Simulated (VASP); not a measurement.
Input of a VASP 6.6.1 run:

File INCAR:

```
ALGO     = Normal         # electronic algorithm
EDIFF    = 1E-7           # SCF threshold, eV
EDIFFG   = -0.08          # ionic threshold
ENCUT    = 500            # plane-wave cutoff, eV
GGA      = PE             # functional
GGA_COMPAT= False        
IBRION   = 2              # ionic algorithm
ISIF     = 3              # what is computed and relaxed
ISMEAR   = 0              # smearing method
LASPH    = True           # aspherical terms in the spheres
LCHARG   = False          # write CHGCAR
LREAL    = False          # projectors in reciprocal space
LWAVE    = False          # write WAVECAR
NELM     = 120            # most SCF steps
NELMIN   = 4            
NSW      = 36             # ionic steps
PREC     = Accurate       # precision mode
SIGMA    = 0.2            # smearing width, eV
```

File KPOINTS:

```
k-points
0
Gamma
  7 7 4
```

The input POSCAR:

```
NbAs
1.0
    1.7032282800     -2.4343725900      0.0000000000
    1.7032282800      2.4343725900      0.0000000000
    0.0000000000      0.0000000000      4.7709784700
Nb As
1 1
Direct
    0.0000000000      0.0000000000      0.0000000000
    0.5000000000      0.5000000000      0.5000000000
```

Potentials or basis: VASP PAW PBE potentials, release 64 (Nb_sv, As).

The run is started by

```console
$ cat potpaw_PBE.64/Nb_sv/POTCAR potpaw_PBE.64/As/POTCAR > POTCAR
$ mpirun -np 1 vasp_std > vasp.out
```

Question: Predict the space group after relaxing (to 0.05 Å).

Answer: Pm-3m (No. 221).

Question: Predict the relaxed cell.

Answer: a = 3.204 Å, b = 3.204 Å, c = 3.248 Å, α = 90.00°, β = 90.00°, γ = 90.34°.

Question: What does it give for the band gap on the k mesh?

Answer: Zero (band 9 reaches 12.75 eV, above the bottom of band 10 at 10.47 eV).

Question: Estimate the relaxed volume.

Answer: 16.67 Å³/atom.

Stress tensor (GPa, compression positive):
```
 0.73  0.00  0.00
 0.00  0.00  0.00
 0.00  0.00 -0.18
```

Caveat: the volume moved by over 15 % at a fixed basis, so the end points are rough.
